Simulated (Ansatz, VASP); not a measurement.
**One calculation of Ag, two programs**

```
Ag
1.0
     4.79417    0.00000    0.00000
    -2.39708    4.15187    0.00000
     0.00000    0.00000    2.87249
Ag
3
Cartesian
  -2.3971 4.1519 0.0000
  0.0000 2.7679 1.4362
  2.3971 1.3840 1.4362
```

Alike in both runs: task single point; functional PBEsol; k mesh 9 × 9 × 13; occupations fermi-dirac, width 0.1 eV; no spin polarisation.

```csv
,VASP,Ansatz
version,VASP 6.6.1,Ansatz 0.2.0
potentials or method,"VASP PAW PBE potentials, release 64 (Ag), cutoff 520 eV","plane waves (420 eV) with PAW, scalar-relativistic"
valence electrons in the cell,33,57
```

Ansatz gave:

| Property | Result |
| --- | --- |
| pressure (GPa) | -9.2 |
| traceless stress, the component that is largest in VASP (GPa) | -0.06 |

**Question.** What did VASP give for the same quantities?

**Answer.** Pressure (GPa): -9.3; traceless stress, the component that is largest in VASP (GPa): -0.06.

VASP's potentials were made for PBE, not for PBEsol, and Ansatz warns of the same on its side. VASP's potentials hold 33 valence electrons a cell and Ansatz's 57, so a difference there can come from the potentials and not from the codes.
